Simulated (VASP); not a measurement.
# InP (rocksalt type) (Fm-3m) in VASP: a series of runs

InP (rocksalt type) is run at these levels: PBE; tasks: single point.

Everything below comes from runs of VASP 6.6.1. Logs are shortened: lines on timing, memory, paths and dates and some standing lists are left out, and cuts for length are marked.

### Step 1. The cell of the first run

Symmetry: Fm-3m, No. 225, cubic system. Conventional cell: a = 5.429 Å, b = 5.429 Å, c = 5.429 Å, α = 90.00°, β = 90.00°, γ = 90.00°. Within 3.6 Å of In (site symmetry m-3m) lie 6 P at 2.71 Å. P (site symmetry m-3m) has 6 In at 2.71 Å within 3.6 Å.

### Step 2. Single point, PBE (20.00 Å³/atom)

File INCAR:

```
SYSTEM = InP
ALGO = Normal
EDIFF = 1E-6
ENCUT = 520
GGA = PE
ISIF = 2
ISMEAR = -1
LASPH = .True.
LCHARG = .False.
LREAL = .False.
LWAVE = .False.
NBANDS = 16
NELM = 80
PREC = Accurate
SIGMA = 0.08
```

File KPOINTS:

```
k-points
0
Gamma
  14 14 14
  0 0 0
```

File POSCAR:

```
InP
1.0
    0.0000000000      2.7144795664      2.7144795664
    2.7144795664      0.0000000000      2.7144795664
    2.7144795664      2.7144795664      0.0000000000
In P
1 1
Direct
    0.0000000000      0.0000000000      0.0000000000
    0.5000000000      0.5000000000      0.5000000000
```

Potentials or basis: VASP PAW PBE potentials, release 64 (In_d, P).

On the command line:

```console
cat potpaw_PBE.64/In_d/POTCAR potpaw_PBE.64/P/POTCAR > POTCAR
mpirun -np 1 vasp_std > vasp.out
```

OUTCAR:

```text
SYSTEM = InP
   EDIFF = 1E-6
   ENCUT = 520
   GGA = PE
   ISIF = 2
   ISMEAR = -1
   LASPH = .True.
   LREAL = .False.
   NELM = 80
   PREC = Accurate

 ion  position               nearest neighbor table
   1  0.000  0.000  0.000-   2 2.71   2 2.71   2 2.71   2 2.71   2 2.71   2 2.71
   2  0.500  0.500  0.500-   1 2.71   1 2.71   1 2.71   1 2.71   1 2.71   1 2.71

  LATTYP: Found a face centered cubic cell.
 ALAT       =     5.4289591328

  Lattice vectors:

 A1 = (   0.0000000000,   2.7144795664,   2.7144795664)
 A2 = (   2.7144795664,   0.0000000000,   2.7144795664)
 A3 = (   2.7144795664,   2.7144795664,   0.0000000000)

Analysis of symmetry for initial positions (statically):
=====================================================================
 Subroutine PRICEL returns:
 Original cell was already a primitive cell.

 Routine SETGRP: Setting up the symmetry group for a
 face centered cubic supercell.

 Subroutine GETGRP returns: Found 48 space group operations
 (whereof 48 operations were pure point group operations)
 out of a pool of 48 trial point group operations.

The static configuration has the point symmetry O_h .

Analysis of symmetry for dynamics (positions and initial velocities):
=====================================================================
 Subroutine PRICEL returns:
 Original cell was already a primitive cell.

 Routine SETGRP: Setting up the symmetry group for a
 face centered cubic supercell.

 Subroutine GETGRP returns: Found 48 space group operations
 (whereof 48 operations were pure point group operations)
 out of a pool of 48 trial point group operations.

The dynamic configuration has the point symmetry O_h .

 Subroutine INISYM returns: Found 48 space group operations
 (whereof 48 operations are pure point group operations),
 and found     1 'primitive' translations

----------------------------------------------------------------------------------------

                                     Primitive cell

  volume of cell :      40.0027

  direct lattice vectors                    reciprocal lattice vectors
     0.000000000  2.714479566  2.714479566    -0.184197371  0.184197371  0.184197371
     2.714479566  0.000000000  2.714479566     0.184197371 -0.184197371  0.184197371
     2.714479566  2.714479566  0.000000000     0.184197371  0.184197371 -0.184197371

  length of vectors
     3.838853818  3.838853818  3.838853818     0.319039205  0.319039205  0.319039205

  position of ions in fractional coordinates (direct lattice)
     0.000000000  0.000000000  0.000000000
     0.500000000  0.500000000  0.500000000

  ion indices of the primitive-cell ions
   primitive index   ion index
                 1           1
                 2           2

----------------------------------------------------------------------------------------

 KPOINTS: k-points

Automatic generation of k-mesh.
 Grid dimensions read from file:
 generate k-points for:   14   14   14

 Generating k-lattice:

  Cartesian coordinates                     Fractional coordinates (reciprocal lattice)
    -0.013156955  0.013156955  0.013156955     0.071428571  0.000000000  0.000000000
     0.013156955 -0.013156955  0.013156955     0.000000000  0.071428571  0.000000000
     0.013156955  0.013156955 -0.013156955     0.000000000  0.000000000  0.071428571

  Length of vectors
     0.022788515  0.022788515  0.022788515

  Shift w.r.t. Gamma in fractional coordinates (k-lattice)
     0.000000000  0.000000000  0.000000000

 Subroutine IBZKPT returns following result:
 ===========================================

 Found    104 irreducible k-points:

 Following reciprocal coordinates:
            Coordinates               Weight
  0.000000  0.000000  0.000000      1.000000
  0.071429  0.000000  0.000000      8.000000
  0.142857  0.000000  0.000000      8.000000
  0.214286  0.000000  0.000000      8.000000
  0.285714  0.000000  0.000000      8.000000
  0.357143  0.000000  0.000000      8.000000
[... 16 lines left out ...]
  0.214286  0.142857  0.000000     24.000000
  0.285714  0.142857  0.000000     24.000000
 [... further k-points ...]
   k-points           NKPTS =    104   k-points in BZ     NKDIM =    104   number of bands    NBANDS=     16
   number of dos      NEDOS =    301   number of ions     NIONS =      2
   total plane-waves  NPLWV =  27000
   dimension x,y,z NGX =    30 NGY =   30 NGZ =   30
   dimension x,y,z NGXF=    60 NGYF=   60 NGZF=   60
   ions per type =               1   1
   NGX,Y,Z   is equivalent  to a cutoff of  12.99, 12.99, 12.99 a.u.
   NGXF,Y,Z  is equivalent  to a cutoff of  25.98, 25.98, 25.98 a.u.
 SYSTEM =  InP
   PREC   = accura    normal or accurate (medium, high low for compatibility)
   ISTART =      0    job   : 0-new  1-cont  2-samecut
   ICHARG =      2    charge: 1-file 2-atom 10-const
   ISPIN  =      1    spin polarized calculation?
   LNONCOLLINEAR =      F non collinear calculations
   LSORBIT =      F    spin-orbit coupling
   LASPH  =      T    aspherical Exc in radial PAW
   ENCUT  =  520.0 eV  38.22 Ry    6.18 a.u.   7.14  7.14  7.14*2*pi/ulx,y,z
   NELM   =     80;   NELMIN=  2; NELMDL= -5     # of ELM steps
   EDIFF  = 0.1E-05   stopping-criterion for ELM
   LREAL  =      F    real-space projection
   EDIFFG = 0.1E-04   stopping-criterion for IOM
   NSW    =      0    number of steps for IOM
   IBRION =     -1    ionic relax: 0-MD 1-quasi-New 2-CG
   NFREE  =      0    steps in history (QN), initial steepest desc. (CG)
   ISIF   =      2    stress and relaxation
   ISYM   =      2    0-nonsym 1-usesym 2-fastsym
   POTIM  = 0.5000    time-step for ionic-motion
   TEBEG  =    0.0;   TEEND  =   0.0 temperature during run
   PSTRESS=    0.0 pullay stress
   NELECT =      18.0000    total number of electrons
   NUPDOWN=      -1.0000    fix difference up-down
   EMIN   =  10.00;   EMAX   =-10.00  energy-range for DOS
   EFERMI =   0.00;   METHOD = LEGACY
   ISMEAR =    -1;   SIGMA  =   0.08  broadening in eV -4-tet -1-fermi 0-gaus
   EFERMI_NEDOS =   21; number of points for ismear=-14 and -15
   IALGO  =     38    algorithm
   IMIX   =      4    mixing-type and parameters
     AMIX     =   0.40;   BMIX     =  1.00
     AMIX_MAG =   1.60;   BMIX_MAG =  1.00
  volume/ion in A,a.u.               =      20.00       134.98
  Fermi-wavevector in a.u.,A,eV,Ry     =   1.254495  2.370653 21.412289  1.573759
  Thomas-Fermi vector in A             =   2.388298
   LORBIT       =      0    0 simple, 1 ext, 2 COOP (PROOUT), +10 PAW based schemes
   GGA     = PE    functional components
   LHFCALC =     F    Hartree Fock is set to
   AEXX    =    0.0000 exact exchange contribution
   IVDW    =     0    specifies the selected vdW correction
   LEPSILON=     F    determine dielectric tensor
   LRPA    =     F    only Hartree local field effects (RPA)
 non-spin polarized calculation
  energy-cutoff  :      520.00
  volume of cell :       40.00
 maximum number of plane-waves:      1090
 NGX is ok and might be reduce to    30
   NGX = 15   NGY = 15   NGZ = 15

 number of electron      17.9999993 magnetization

 Free energy of the ion-electron system (eV)
  ---------------------------------------------------
  ext. energy  EPLUGINS =         0.00000000
  ---------------------------------------------------
  free energy    TOTEN  =        -7.88805954 eV

  energy without entropy =       -7.86618251  energy(sigma->0) =       -7.87712103

 E-fermi :   7.7782     XC(G=0): -10.6741

 val. band max:        7.7523936108   @ k =  -0.3571   0.1429   0.0000
 cond. band min:       7.7896541792   @ k =  -0.1429   0.2143   0.0714
 fundamental gap:      0.0372605684
 Fermi energy:         7.7782301535

 k-point     1 :       0.0000    0.0000    0.0000
  band No.  band energies     occupation
      1      -6.5017      2.00000
      2      -6.5017      2.00000
      3      -6.4776      2.00000
      4      -6.4776      2.00000
      5      -6.4776      2.00000
      6      -4.6823      2.00000
[... 8 lines left out ...]
     15      16.6407      0.00000
     16      16.6407      0.00000

 k-point     2 :       0.0714    0.0000    0.0000
  band No.  band energies     occupation
      1      -6.5045      2.00000
      2      -6.5045      2.00000
      3      -6.4779      2.00000
      4      -6.4737      2.00000
      5      -6.4737      2.00000
      6      -4.6143      2.00000
[... 8 lines left out ...]
     15      15.9599      0.00000
     16      16.5913      0.00000

 k-point     3 :       0.1429    0.0000    0.0000
  band No.  band energies     occupation
      1      -6.5143      2.00000
      2      -6.5143      2.00000
      3      -6.4791      2.00000
      4      -6.4608      2.00000
      5      -6.4608      2.00000
      6      -4.4116      2.00000
[... 8 lines left out ...]
     15      15.7587      0.00000
     16      16.3753      0.00000

 k-point     4 :       0.2143    0.0000    0.0000
  band No.  band energies     occupation
      1      -6.5299      2.00000
      2      -6.5299      2.00000
      3      -6.4821      2.00000
      4      -6.4406      2.00000
      5      -6.4406      2.00000
      6      -4.0803      2.00000
[... 8 lines left out ...]
     15      16.2423      0.00000
     16      16.3141      0.00000
[... 324 lines left out ...]
 k-point    22 :       0.1429    0.1429    0.0000
  band No.  band energies     occupation
      1      -6.5491      2.00000
      2      -6.4909      2.00000
      3      -6.4904      2.00000
      4      -6.4537      2.00000
      5      -6.4537      2.00000
      6      -4.3063      2.00000
[... 8 lines left out ...]
     15      18.0688      0.00000
     16      18.0695      0.00000

 k-point    23 :       0.2143    0.1429    0.0000
  band No.  band energies     occupation
      1      -6.5770      2.00000
      2      -6.4943      2.00000
      3      -6.4929      2.00000
      4      -6.4420      2.00000
      5      -6.4364      2.00000
      6      -4.0474      2.00000
[... 8 lines left out ...]
     15      17.7506      0.00000
     16      18.2463      0.00000

 k-point    24 :       0.2857    0.1429    0.0000
  band No.  band energies     occupation
      1      -6.6032      2.00000
      2      -6.5048      2.00000
      3      -6.4940      2.00000
      4      -6.4307      2.00000
      5      -6.4131      2.00000
      6      -3.6654      2.00000
[... 8 lines left out ...]
     15      18.0576      0.00000
     16      18.3024      0.00000

 [... further k-points ...]
[... 5 lines left out ...]
  --------------------------------------------------------------------------------------
  -------------------------------------------------------------------------------------
  Total        1.2980219      1.2980219      1.2980219      0.0000000      0.0000000      0.0000000
  in kB       51.9879716     51.9879716     51.9879716      0.0000000      0.0000000      0.0000000
  external PRESSURE =      51.9879716 kB  Pullay stress =       0.0000000 kB

 VOLUME and BASIS-vectors are now :
 -----------------------------------------------------------------------------
  energy-cutoff  :      520.00
  volume of cell :       40.00
      direct lattice vectors                 reciprocal lattice vectors
     0.000000000  2.714479566  2.714479566    -0.184197371  0.184197371  0.184197371
     2.714479566  0.000000000  2.714479566     0.184197371 -0.184197371  0.184197371
     2.714479566  2.714479566  0.000000000     0.184197371  0.184197371 -0.184197371

 POSITION                                       TOTAL-FORCE (eV/Angst)
 -----------------------------------------------------------------------------------
      0.00000      0.00000      0.00000        -0.000000     -0.000000      0.000000
      2.71448      2.71448      2.71448         0.000000      0.000000     -0.000000
 -----------------------------------------------------------------------------------
    total drift:                               -0.000000      0.000000      0.000000

  FREE ENERGIE OF THE ION-ELECTRON SYSTEM (eV)
  ---------------------------------------------------
  free  energy   TOTEN  =        -7.8880595423 eV

  energy  without entropy=       -7.8661825107  energy(sigma->0) =       -7.87712103
```

Wall time 87 s (1 thread of Intel Xeon 8259CL, shared host); peak memory 0.21 GiB.

Results:

* Free energy: -7.8881 eV
* Pressure: 5.2 GPa
* Band gap on the k mesh: zero (bands 9 and 10 overlap by 2.75 eV)

Caveat: the cell stands under pressure; spin-orbit coupling is left out, which moves the levels of the heavy elements.

### Step 3. Single point, PBE (20.84 Å³/atom)

This run uses another cell than the first one, of 20.84 Å³/atom.

File INCAR:

```
PREC     = Accurate       # precision mode
ENCUT    = 520            # plane-wave cutoff, eV
EDIFF    = 1E-6           # SCF threshold, eV
ISMEAR   = -1             # smearing method
SIGMA    = 0.08           # smearing width, eV
LREAL    = False          # projectors in reciprocal space
LASPH    = True           # aspherical terms in the spheres
NELM     = 80             # most SCF steps
ALGO     = Normal         # electronic algorithm
ISIF     = 2              # what is computed and relaxed
LWAVE    = False          # write WAVECAR
LCHARG   = False          # write CHGCAR
GGA      = PE             # functional
NBANDS   = 16             # bands
```

File KPOINTS:

```
Automatic mesh
0
Gamma
  14 14 14
```

File POSCAR:

```
InP
1.0
    0.0000000000      2.7519613832      2.7519613832
    2.7519613832      0.0000000000      2.7519613832
    2.7519613832      2.7519613832      0.0000000000
In P
1 1
Direct
    0.0000000000      0.0000000000      0.0000000000
    0.5000000000      0.5000000000      0.5000000000
```

Potentials or basis: VASP PAW PBE potentials, release 64 (In_d, P).

On the command line:

```console
cat potpaw_PBE.64/In_d/POTCAR potpaw_PBE.64/P/POTCAR > POTCAR
mpirun -np 1 vasp_std > vasp.out
```

Run time: 82 s. Hardware: 1 thread of Intel Xeon 8259CL, shared host; peak memory 0.22 GiB.

Results (log left out):

```yaml
Free_energy: -7.9232 eV
Pressure: 1.5 GPa
Band_gap_on_the_k_mesh: zero (bands 9 and 10 overlap by 2.70 eV)
```

Levels at points of the mesh, in eV from the Fermi level:
```
           k point  band 5  band 6  band 7  band 8  band 9  band 10  band 11  band 12  band 13  band 14
(0.00, 0.00, 0.00)  -14.20  -12.14   -0.29   -0.29   -0.29     0.69     7.12     7.12     7.12     8.61
(0.50, 0.00, 0.00)  -14.11  -10.01   -6.72    0.16    0.16     2.52     3.42     3.42     5.35    11.23
(0.50, 0.50, 0.00)  -14.08   -8.85   -5.05   -2.47   -2.38    -2.38     3.82    10.04    10.04    10.33
```

Caveat: spin-orbit coupling is left out, which moves the levels of the heavy elements.

### Step 4. Single point, PBE

This run uses another cell than the first one, of 21.27 Å³/atom.

File INCAR:

```
SYSTEM = InP
PREC = Accurate
ENCUT = 520
EDIFF = 1E-7
ISMEAR = -1
SIGMA = 0.08
LREAL = .FALSE.
LASPH = .TRUE.
NELM = 60
ALGO = Normal
ISIF = 2
LWAVE = .FALSE.
LCHARG = .FALSE.
GGA = PE
NBANDS = 16
```

File KPOINTS:

```
regular mesh
0
G
  14 14 14
  0 0 0
```

File POSCAR:

```
InP
1.0
    0.0000000000      2.7705562810      2.7705562810
    2.7705562810      0.0000000000      2.7705562810
    2.7705562810      2.7705562810      0.0000000000
In P
1 1
Direct
    0.0000000000      0.0000000000      0.0000000000
    0.5000000000      0.5000000000      0.5000000000
```

On the command line:

```console
cat potpaw_PBE.64/In_d/POTCAR potpaw_PBE.64/P/POTCAR > POTCAR
mpirun -np 1 vasp_std > vasp.out
```

It took 1.8 min on 1 thread of Intel Xeon 8259CL, shared host; peak memory 0.22 GiB.

It converged, with:

* Free energy: -7.9274 eV
* Pressure: 0.0 GPa
* Band gap on the k mesh: zero (bands 9 and 10 overlap by 2.63 eV)

Levels at points of the mesh, in eV from the Fermi level:
```csv
k point,band 6,band 7,band 8,band 9,band 10,band 11,band 12,band 13
"(0.00, 0.00, 0.00)",-11.99,-0.27,-0.27,-0.27,0.52,7.11,7.11,7.11
"(0.50, 0.00, 0.00)",-9.92,-6.61,0.15,0.15,2.50,3.43,3.43,5.19
"(0.50, 0.50, 0.00)",-8.82,-4.92,-2.49,-2.31,-2.31,3.86,9.87,9.87
```

Caveat: spin-orbit coupling is left out, which moves the levels of the heavy elements.

### Step 5. Single point, PBE (21.69 Å³/atom)

This run uses another cell than the first one, of 21.69 Å³/atom.

File INCAR:

```
SYSTEM = InP
PREC     = Accurate       ! precision mode
ENCUT    = 520            ! plane-wave cutoff, eV
EDIFF    = 1E-6           ! SCF threshold, eV
ISMEAR   = -1             ! smearing method
SIGMA    = 0.08           ! smearing width, eV
LREAL    = .False.        ! projectors in reciprocal space
LASPH    = .True.         ! aspherical terms in the spheres
NELM     = 100            ! most SCF steps
ALGO     = Normal         ! electronic algorithm
ISIF     = 2              ! what is computed and relaxed
LWAVE    = .False.        ! write WAVECAR
LCHARG   = .True.         ! write CHGCAR
GGA      = PE             ! functional
LELF     = .True.         ! ELF
LVHAR    = .True.       
NBANDS   = 16             ! bands
```

File KPOINTS:

```
Automatic mesh
0
Gamma
  14 14 14
  0 0 0
```

File POSCAR:

```
InP
1.0
    0.0000000000      2.7889048706      2.7889048706
    2.7889048706      0.0000000000      2.7889048706
    2.7889048706      2.7889048706      0.0000000000
In P
1 1
Direct
    0.0000000000      0.0000000000      0.0000000000
    0.5000000000      0.5000000000      0.5000000000
```

On the command line:

```console
cat potpaw_PBE.64/In_d/POTCAR potpaw_PBE.64/P/POTCAR > POTCAR
mpirun -np 1 vasp_std > vasp.out
```

Run time: 2 min. Hardware: 1 thread of Intel Xeon 8259CL, shared host; peak memory 0.22 GiB.

The run converged. Its results:

```
Free energy            : -7.9239 eV
Pressure               : -1.4 GPa
Band gap on the k mesh : zero (bands 9 and 10 overlap by 2.56 eV)
```

Levels at points of the mesh, in eV from the Fermi level:
| k point | band 5 | band 6 | band 7 | band 8 | band 9 | band 10 | band 11 | band 12 | band 13 | band 14 |
| --- | --- | --- | --- | --- | --- | --- | --- | --- | --- | --- |
| (0.00, 0.00, 0.00) | -14.16 | -11.84 | -0.26 | -0.26 | -0.26 | 0.36 | 7.11 | 7.11 | 7.11 | 8.36 |
| (0.50, 0.00, 0.00) | -14.08 | -9.84 | -6.50 | 0.15 | 0.15 | 2.49 | 3.43 | 3.43 | 5.04 | 11.00 |
| (0.50, 0.50, 0.00) | -14.05 | -8.80 | -4.80 | -2.51 | -2.25 | -2.25 | 3.90 | 9.70 | 9.70 | 9.99 |

Caveat: spin-orbit coupling is left out, which moves the levels of the heavy elements.

[end of part 1 of 2]
